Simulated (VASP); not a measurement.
# Co (Fd-3m) in VASP: notebook, part 3 of 3

VASP 6.6.1. The steps go on from the part before.

### Step 5. Single point, PBEsol, collinear spin, ferromagnetic start

File INCAR:

```
SYSTEM = Co
PREC = Accurate
ENCUT = 520
EDIFF = 1E-7
ISMEAR = 0
SIGMA = 0.1
LREAL = .FALSE.
LASPH = .TRUE.
NELM = 150
ALGO = Fast
ISIF = 2
LWAVE = .FALSE.
LCHARG = .FALSE.
ISPIN = 2
MAGMOM = 1.83 1.83
LORBIT = 11
LMAXMIX = 4
GGA = PS
NBANDS = 20
```

File KPOINTS:

```
regular mesh
0
G
  14 14 14
  0 0 0
```

File POSCAR:

```
Co
1.0
    0.0000000000      2.4954778659      2.4954778659
    2.4954778659      0.0000000000      2.4954778659
    2.4954778659      2.4954778659      0.0000000000
Co
2
Direct
    0.0000000000      0.0000000000      0.0000000000
    0.2500000000      0.2500000000      0.2500000000
```

Potentials or basis: VASP PAW PBE potentials, release 64 (Co).

Command:

```console
$ cat potpaw_PBE.64/Co/POTCAR > POTCAR
$ mpirun -np 1 vasp_std > vasp.out
```

OUTCAR:

```text
SYSTEM = Co
   PREC = Accurate
   ENCUT = 520
   EDIFF = 1E-7
   ISMEAR = 0
   LREAL = .FALSE.
   LASPH = .TRUE.
   NELM = 150
   ISIF = 2
   ISPIN = 2
   LORBIT = 11
   GGA = PS

 ion  position               nearest neighbor table
   1  0.000  0.000  0.000-   2 2.16   2 2.16   2 2.16   2 2.16
   2  0.250  0.250  0.250-   1 2.16   1 2.16   1 2.16   1 2.16

  LATTYP: Found a face centered cubic cell.
 ALAT       =     4.9909557318

  Lattice vectors:

 A1 = (   0.0000000000,   2.4954778659,   2.4954778659)
 A2 = (   2.4954778659,   0.0000000000,   2.4954778659)
 A3 = (   2.4954778659,   2.4954778659,   0.0000000000)

Analysis of symmetry for initial positions (statically):
=====================================================================
 Subroutine PRICEL returns:
 Original cell was already a primitive cell.

 Routine SETGRP: Setting up the symmetry group for a
 face centered cubic supercell.

 Subroutine GETGRP returns: Found 48 space group operations
 (whereof 24 operations were pure point group operations)
 out of a pool of 48 trial point group operations.

The static configuration has the point symmetry T_d .
 The point group associated with its full space group is O_h .

Analysis of symmetry for dynamics (positions and initial velocities):
=====================================================================
 Subroutine PRICEL returns:
 Original cell was already a primitive cell.

 Routine SETGRP: Setting up the symmetry group for a
 face centered cubic supercell.

 Subroutine GETGRP returns: Found 48 space group operations
 (whereof 24 operations were pure point group operations)
 out of a pool of 48 trial point group operations.

The dynamic configuration has the point symmetry T_d .
 The point group associated with its full space group is O_h .

Analysis of structural, dynamic, and magnetic symmetry:
=====================================================================
 Subroutine PRICEL returns:
 Original cell was already a primitive cell.

 Routine SETGRP: Setting up the symmetry group for a
 face centered cubic supercell.

 Subroutine GETGRP returns: Found 48 space group operations
 (whereof 24 operations were pure point group operations)
 out of a pool of 48 trial point group operations.

The overall configuration has the point symmetry T_d .
 The point group associated with its full space group is O_h .

 Subroutine INISYM returns: Found 48 space group operations
 (whereof 24 operations are pure point group operations),
 and found     1 'primitive' translations

----------------------------------------------------------------------------------------

                                     Primitive cell

  volume of cell :      31.0807

  direct lattice vectors                    reciprocal lattice vectors
     0.000000000  2.495477866  2.495477866    -0.200362426  0.200362426  0.200362426
     2.495477866  0.000000000  2.495477866     0.200362426 -0.200362426  0.200362426
     2.495477866  2.495477866  0.000000000     0.200362426  0.200362426 -0.200362426

  length of vectors
     3.529138643  3.529138643  3.529138643     0.347037902  0.347037902  0.347037902

  position of ions in fractional coordinates (direct lattice)
     0.000000000  0.000000000  0.000000000
     0.250000000  0.250000000  0.250000000

[... 70 lines left out ...]
   ISPIN  =      2    spin polarized calculation?
   LNONCOLLINEAR =      F non collinear calculations
   LSORBIT =      F    spin-orbit coupling
   LASPH  =      T    aspherical Exc in radial PAW
   ENCUT  =  520.0 eV  38.22 Ry    6.18 a.u.   6.56  6.56  6.56*2*pi/ulx,y,z
   NELM   =    150;   NELMIN=  2; NELMDL= -5     # of ELM steps
   EDIFF  = 0.1E-06   stopping-criterion for ELM
   LREAL  =      F    real-space projection
   EDIFFG = 0.1E-05   stopping-criterion for IOM
   NSW    =      0    number of steps for IOM
   IBRION =     -1    ionic relax: 0-MD 1-quasi-New 2-CG
   NFREE  =      0    steps in history (QN), initial steepest desc. (CG)
   ISIF   =      2    stress and relaxation
   ISYM   =      2    0-nonsym 1-usesym 2-fastsym
   POTIM  = 0.5000    time-step for ionic-motion
   TEBEG  =    0.0;   TEEND  =   0.0 temperature during run
   PSTRESS=    0.0 pullay stress
   NELECT =      18.0000    total number of electrons
   NUPDOWN=      -1.0000    fix difference up-down
   EMIN   =  10.00;   EMAX   =-10.00  energy-range for DOS
   EFERMI =   0.00;   METHOD = LEGACY
   ISMEAR =     0;   SIGMA  =   0.10  broadening in eV -4-tet -1-fermi 0-gaus
   EFERMI_NEDOS =   21; number of points for ismear=-14 and -15
   IALGO  =     68    algorithm
   IMIX   =      4    mixing-type and parameters
     AMIX     =   0.40;   BMIX     =  1.00
     AMIX_MAG =   1.60;   BMIX_MAG =  1.00
  volume/ion in A,a.u.               =      15.54       104.87
  Fermi-wavevector in a.u.,A,eV,Ry     =   1.364589  2.578700 25.335461  1.862104
  Thomas-Fermi vector in A             =   2.490892
   LORBIT       =     11    0 simple, 1 ext, 2 COOP (PROOUT), +10 PAW based schemes
   GGA     = PS    functional components
   LHFCALC =     F    Hartree Fock is set to
   AEXX    =    0.0000 exact exchange contribution
   IVDW    =     0    specifies the selected vdW correction
   LEPSILON=     F    determine dielectric tensor
   LRPA    =     F    only Hartree local field effects (RPA)
 spin polarized calculation
 RMM-DIIS sequential band-by-band and
 Gauss-broadening in eV      SIGMA  =   0.10
  energy-cutoff  :      520.00
  volume of cell :       31.08
 maximum number of plane-waves:       872
 NGX is ok and might be reduce to    28
   NGX = 13   NGY = 13   NGZ = 13

 number of electron      18.0000011 magnetization       3.3587034

 Free energy of the ion-electron system (eV)
  ---------------------------------------------------
  ext. energy  EPLUGINS =         0.00000000
  ---------------------------------------------------
  free energy    TOTEN  =       -12.61961544 eV

  energy without entropy =      -12.60880108  energy(sigma->0) =      -12.61420826

 E-fermi :   5.6165     XC(G=0): -11.2929

 val. band max:        5.6106763157   @ k =  -0.3571   0.2857   0.0714
 cond. band min:       5.6213205054   @ k =   0.2857   0.1429   0.0714
 fundamental gap:      0.0106441896
 Fermi energy:         5.6164840419

 spin component 1

 k-point     1 :       0.0000    0.0000    0.0000
  band No.  band energies     occupation
      1      -1.0863      1.00000
      2       2.1752      1.00000
      3       2.1752      1.00000
      4       2.3996      1.00000
      5       2.3996      1.00000
      6       2.3996      1.00000
[... 541 lines left out ...]
     19      23.3358      0.00000
     20      24.8951      0.00000

 [... further k-points ...]

 spin component 2

 k-point     1 :       0.0000    0.0000    0.0000
  band No.  band energies     occupation
      1      -0.9384      1.00000
      2       3.7734      1.00000
      3       3.7734      1.00000
      4       3.8191      1.00000
      5       3.8191      1.00000
      6       3.8191      1.00000
[... 541 lines left out ...]
     19      23.7431      0.00000
     20      25.1800      0.00000

 [... further k-points ...]

------------------------ aborting loop because EDIFF is reached ----------------------------------------

  FORCE on cell =-STRESS in cart. coord.  units (eV):
  Direction    XX          YY          ZZ          XY          YZ          ZX
  --------------------------------------------------------------------------------------
  -------------------------------------------------------------------------------------
  Total       -0.1706710     -0.1706710     -0.1706710     -0.0000000      0.0000000      0.0000000
  in kB       -8.7979051     -8.7979051     -8.7979051     -0.0000000      0.0000000      0.0000000
  external PRESSURE =      -8.7979051 kB  Pullay stress =       0.0000000 kB

 VOLUME and BASIS-vectors are now :
 -----------------------------------------------------------------------------
  energy-cutoff  :      520.00
  volume of cell :       31.08
      direct lattice vectors                 reciprocal lattice vectors
     0.000000000  2.495477866  2.495477866    -0.200362426  0.200362426  0.200362426
     2.495477866  0.000000000  2.495477866     0.200362426 -0.200362426  0.200362426
     2.495477866  2.495477866  0.000000000     0.200362426  0.200362426 -0.200362426

 POSITION                                       TOTAL-FORCE (eV/Angst)
 -----------------------------------------------------------------------------------
      0.00000      0.00000      0.00000        -0.000000      0.000000      0.000000
      1.24774      1.24774      1.24774         0.000000     -0.000000     -0.000000
 -----------------------------------------------------------------------------------
    total drift:                                0.000000      0.000000      0.000000

  FREE ENERGIE OF THE ION-ELECTRON SYSTEM (eV)
  ---------------------------------------------------
  free  energy   TOTEN  =       -12.6196154414 eV

  energy  without entropy=      -12.6088010786  energy(sigma->0) =      -12.61420826

 total charge

# of ion       s       p       d       tot
------------------------------------------
    1        0.549   0.377   7.339   8.265
    2        0.549   0.377   7.339   8.265
--------------------------------------------------
tot          1.099   0.753  14.677  16.529

 magnetization (x)

# of ion       s       p       d       tot
------------------------------------------
    1       -0.028  -0.006   1.698   1.663
    2       -0.028  -0.006   1.698   1.663
--------------------------------------------------
tot         -0.057  -0.012   3.395   3.326
```

Wall time 4 min (1 thread of AMD EPYC 7R43 (Zen 3), shared host); peak memory 0.19 GiB.

Results:

| Property | Result |
| --- | --- |
| Free energy | -12.6196 eV |
| Pressure | -0.9 GPa |
| Net moment | 3.36 μB per cell |
| Site moments | Co +1.66 μB |
| Valence electrons inside the program's atomic spheres | Co 8.27 |

Levels at points of the mesh, in eV from the Fermi level:
Spin up:
```
           k point  band 7  band 8  band 9  band 10  band 11  band 12  band 13  band 14  band 15  band 16
(0.00, 0.00, 0.00)   -1.55   -1.55   -1.55    -0.48    -0.48    12.69    12.69    12.69    13.03    13.03
(0.50, 0.00, 0.00)   -1.46   -1.24   -1.24    -0.57    -0.57     0.90     9.26     9.26    12.38    13.21
(0.50, 0.50, 0.00)   -1.92   -1.92   -0.40    -0.40     1.38     1.38     4.74     4.74     9.98     9.98
```
Spin down:
```
           k point  band 3  band 4  band 5  band 6  band 7  band 8  band 9  band 10  band 11  band 12
(0.00, 0.00, 0.00)   -1.84   -1.80   -1.80   -1.80    0.01    0.01    0.01     1.51     1.51    13.19
(0.50, 0.00, 0.00)   -1.76   -1.76   -1.75   -1.75   -1.12    0.58    0.58     1.22     1.22     2.32
(0.50, 0.50, 0.00)   -1.67   -1.67   -1.36   -1.36   -0.12   -0.12    1.38     1.38     2.59     2.59
```

Caveat: the PAW data sets were made with another functional, which shifts forces and pressure a little.

### Step 6. Overview

```csv
task,cell,k mesh,cutoff (eV),gap on the mesh (eV),pressure (GPa),moment (μB)
single point,"a = 3.527 Å, angles 60.0°, 2 atoms",6 × 6 × 6,520,none,-0.8,3.30
single point,"a = 4.329 Å, angles 60.0°, 2 atoms",6 × 6 × 6,520,none,-16.4,3.91
relaxation of cell and atoms,"relaxed from a = 4.329 Å, angles 60.0°, 2 atoms",6 × 6 × 6,600,none,0.0,3.30
single point,"a = 3.529 Å, angles 60.0°, 2 atoms",14 × 14 × 14,520,none,-0.9,3.36
```

Alike in all rows: level PBEsol; potentials or basis VASP PAW PBE potentials, release 64 (Co); spin collinear, ferromagnetic start; smearing gaussian 0.1 eV.

Caveats: some runs use coarse meshes; the PAW data sets were made with another functional, which shifts forces and pressure a little.

Total energies depend on the potentials used, so only differences within one code and one set of settings carry meaning.
